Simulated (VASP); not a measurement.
Set up this calculation in VASP 6.6.1, as the native input.

```yaml
Task: single point
Functional: PBE
Potentials_or_basis: VASP PAW PBE potentials, release 64 (Mg)
Cutoff: 520 eV
k_mesh: 6 × 6 × 4
Occupations: gaussian, width 0.1 eV
Spin: no spin polarisation
Dipole_correction: no
Further_INCAR_settings: ALGO = Fast; EDIFF = 1e-07; NBANDS = 9
```

The structure of Mg lies in POSCAR:

```
Mg
1.0
    3.2093000000      0.0000000000      0.0000000000
   -1.6046500000      2.7793353300      0.0000000000
    0.0000000000      0.0000000000      5.2103000000
Mg
2
Direct
    0.3333333300      0.6666666700      0.2500000000
    0.6666666700      0.3333333300      0.7500000000
```

One way to write it, as run:

INCAR

```
PREC     = Accurate       # precision mode
ENCUT    = 520            # plane-wave cutoff, eV
EDIFF    = 1E-7           # SCF threshold, eV
ISMEAR   = 0              # smearing method
SIGMA    = 0.1            # smearing width, eV
LREAL    = False          # projectors in reciprocal space
LASPH    = True           # aspherical terms in the spheres
NELM     = 60             # most SCF steps
ALGO     = Fast           # electronic algorithm
ISIF     = 2              # what is computed and relaxed
LWAVE    = False          # write WAVECAR
LCHARG   = False          # write CHGCAR
GGA      = PE             # functional
NBANDS   = 9              # bands
```

KPOINTS

```
regular mesh
0
Gamma
  6 6 4
```

Potentials or basis: VASP PAW PBE potentials, release 64 (Mg).

Run with:

```bash
$ cat potpaw_PBE.64/Mg/POTCAR > POTCAR
$ mpirun -np 1 vasp_std > vasp.out
```

Results of the run:

| Property | Result |
| --- | --- |
| Pressure | -0.5 GPa |
| Band gap on the k mesh | zero (band 2 reaches 2.90 eV, above the bottom of band 3 at 1.33 eV) |

Caveat: the k points lie up to 0.38 Å⁻¹ apart.

Wall time 6.3 s on 1 thread of Intel(R) Xeon(R) Platinum 8175M CPU @ 2.50GHz (Skylake/Cascade Lake) (shared host), peak memory 0.15 GiB.
